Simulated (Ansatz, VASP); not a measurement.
## Ru in VASP and in Ansatz

INCAR

```
SYSTEM = Ru
  PREC = Accurate
  ENCUT = 520
  EDIFF = 1E-6
  ISMEAR = 0
  SIGMA = 0.15
  LREAL = .FALSE.
  LASPH = .TRUE.
  NELM = 80
  ALGO = Fast
  ISIF = 2
  LWAVE = .FALSE.
  LCHARG = .FALSE.
  GGA = PS
  NBANDS = 21
```

Contents of KPOINTS:

```
regular mesh
0
G
  21 21 12
  0 0 0
```

Contents of POSCAR:

```
Ru
1.0
    2.7330064703      0.0000000000      0.0000000000
   -1.3665032351      2.3668530320      0.0000000000
    0.0000000000      0.0000000000      4.1845062067
Ru
2
Direct
    0.3333333333      0.6666666667      0.2500000000
    0.6666666667      0.3333333333      0.7500000000
```

Input for Ansatz:

```yaml
crystal:
  lattice:
    - [2.7330064703, 0.0, 0.0]
    - [-1.3665032351, 2.366853032, 0.0]
    - [0.0, 0.0, 4.1845062067]
  atoms:
    - { symbol: Ru, position: [0.3333333333, 0.6666666667, 0.25] }
    - { symbol: Ru, position: [0.6666666667, 0.3333333333, 0.75] }
basis:
  ecutwfc: 420
kpoints:
  mp_grid: { grid: [21, 21, 12] }
hamiltonian:
  xc: pbesol
  pseudopotentials: { kind: paw, azcp: { folder: soft_1 } }
scf:
  occupations: { method: gaussian, width: 0.15 }
output:
  forces: true
  stress: true
  eigenvalues: true
  write_density: true
  write_potential: true
  elf: true
  volumetric_format: npy
```

Alike in both runs: task single point; functional PBEsol; k mesh 21 × 21 × 12; occupations gaussian, width 0.15 eV; no spin polarisation.

|  | VASP | Ansatz |
| --- | --- | --- |
| version | VASP 6.6.1 | Ansatz 0.2.0 |
| potentials or method | VASP PAW PBE potentials, release 64 (Ru_pv), cutoff 520 eV | scalar-relativistic, plane waves, PAW |
| valence electrons in the cell | 28 | 32 |

Ansatz gave:

| Quantity | Value |
| --- | --- |
| gap on the k mesh at the Fermi level (eV) | none |
| pressure (GPa) | -4.5 |
| traceless stress, the component that is largest in VASP (GPa) | 8.98 |

**Question.** Which values does VASP return?

**Answer.** gap on the k mesh at the Fermi level (eV): none; pressure (GPa): -4.6; traceless stress, the component that is largest in VASP (GPa): 8.97.

VASP's potentials were made for PBE, not for PBEsol, and Ansatz warns of the same on its side. A gap of «none» marks a metal or a gap that the smearing closes. With one functional, cell and mesh, what is left measures potentials, basis and numerics. VASP's potentials hold 28 valence electrons a cell and Ansatz's 32, so a difference there can come from the potentials and not from the codes.
